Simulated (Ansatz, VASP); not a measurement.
Hf: VASP beside Ansatz

```
CELL_PARAMETERS angstrom
3.19670 0.00000 0.00000
-1.59835 2.76842 0.00000
0.00000 0.00000 5.05780
ATOMIC_POSITIONS crystal
Hf 0.33333 0.66667 0.25000
Hf 0.66667 0.33333 0.75000
```

Alike in both runs: task electric field gradients; functional r2SCAN; k mesh 13 × 13 × 7; occupations fermi-dirac, width 0.05 eV; no spin polarisation.

```csv
,VASP,Ansatz
version,VASP 6.6.1,Ansatz 0.2.0
potentials or method,"VASP PAW PBE potentials, release 64 (Hf_pv)","PAW with Ansatz's default frozen-core files, scalar-relativistic"
plane-wave cutoff (eV),520,500
valence electrons in the cell,20,52
```

VASP gave:

```
pressure (GPa)                                                : -0.7
traceless stress, the component that is largest in VASP (GPa) : -0.43
size of Vzz on the site where it differs most (V/Å²)          : 76.5
```

What did Ansatz give for the same quantities?

Pressure (GPa): -0.1; traceless stress, the component that is largest in VASP (GPa): -0.33; size of Vzz on the site where it differs most (V/Å²): 87.4.

VASP's potentials were made for PBE, not for r2SCAN. With one functional, cell and mesh, what is left measures potentials, basis and numerics. VASP's potentials hold 20 valence electrons a cell and Ansatz's 52, so a difference there can come from the potentials and not from the codes.

Spin-orbit coupling is off throughout.
